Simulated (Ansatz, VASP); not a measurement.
## Cl: VASP beside Ansatz

```
CELL_PARAMETERS angstrom
5.24943 -0.02242 0.11964
0.80774 6.41613 0.25456
2.73524 2.77579 7.58464
ATOMIC_POSITIONS crystal
Cl 0.16376 0.07145 0.94558
Cl 0.25978 0.44834 0.51515
Cl 0.23523 0.68598 0.27909
Cl 0.47945 0.70059 0.65382
Cl 0.84554 0.22167 0.07292
Cl 0.63430 0.87641 0.75339
```

Alike in both runs: functional PBE; k mesh 6 × 4 × 4; occupations gaussian, width 0.02 eV; no spin polarisation.

Ansatz relaxed the structure, and its values are those at the end. VASP's run is a single point on that final structure, the one shown.

|  | VASP | Ansatz |
| --- | --- | --- |
| version | VASP 6.6.1 | Ansatz 0.2.0 |
| potentials or method | VASP PAW PBE potentials, release 64 (Cl), cutoff 520 eV | scalar-relativistic, plane waves, PAW |
| valence electrons in the cell | 42 | 42 |

Ansatz gave:

| Quantity | Value |
| --- | --- |
| gap on the k mesh at the Fermi level (eV) | 2.48 |
| least direct gap on the mesh (eV) | 2.55 |
| pressure (GPa) | 0.0 |
| rms of the force components (eV/Å) | 0.003 |

**Question.** Estimate VASP's values.

**Answer.** gap on the k mesh at the Fermi level (eV): 2.52; least direct gap on the mesh (eV): 2.60; pressure (GPa): -0.2; rms of the force components (eV/Å): 0.098.

With one functional, cell and mesh, what is left measures potentials, basis and numerics.
